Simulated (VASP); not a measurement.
Set up this calculation in VASP 6.6.1, as the native input.

```
Task                   : single point
Functional             : LDA
Potentials or basis    : VASP PAW LDA potentials, release 64 (Si)
Cutoff                 : 520 eV
k mesh                 : 22 × 24 × 7
Occupations            : gaussian, width 0.15 eV
Spin                   : no spin polarisation
Dipole correction      : no
Further INCAR settings : ALGO = Normal; EDIFF = 1e-06; NBANDS = 16
```

The structure of Si lies in POSCAR:

```
Si
1.0
    1.3042457136     -2.2590198415      0.0000000000
    0.0000000000      0.0000000000     -2.4707612060
    7.9558988530      4.2921376989      0.0000000000
Si
4
Direct
   -0.0875000000      0.0000000000      0.8750000000
    0.4875000000      0.0000000000      0.1250000000
   -0.0375000000      0.0000000000      0.3750000000
    0.4375000000      0.0000000000      0.6250000000
```

The input as run:

INCAR

```
SYSTEM = Si
PREC     = Accurate       ! precision mode
ENCUT    = 520            ! plane-wave cutoff, eV
EDIFF    = 1E-6           ! SCF threshold, eV
ISMEAR   = 0              ! smearing method
SIGMA    = 0.15           ! smearing width, eV
LREAL    = .False.        ! projectors in reciprocal space
LASPH    = .True.         ! aspherical terms in the spheres
NELM     = 60             ! most SCF steps
ALGO     = Normal         ! electronic algorithm
ISIF     = 2              ! what is computed and relaxed
LWAVE    = .False.        ! write WAVECAR
LCHARG   = .False.        ! write CHGCAR
GGA      = CA             ! functional
NBANDS   = 16             ! bands
```

KPOINTS

```
regular mesh
0
Gamma
  22 24 7
  0 0 0
```

Potentials or basis: VASP PAW LDA potentials, release 64 (Si).

The run is started by

```sh
$ cat potpaw_LDA.64/Si/POTCAR > POTCAR
$ mpirun -np 1 vasp_std > vasp.out
```

It gave:

```json
{
  "Pressure": "0.4 GPa",
  "Largest force": "0.169 eV/Å",
  "Band gap on the k mesh": "zero (bands 8 and 9 overlap by 7.74 eV)"
}
```

Wall time 16 min on 1 thread of Oxide Virtual Turin-like Processor, on a shared host, peak memory 0.64 GiB.
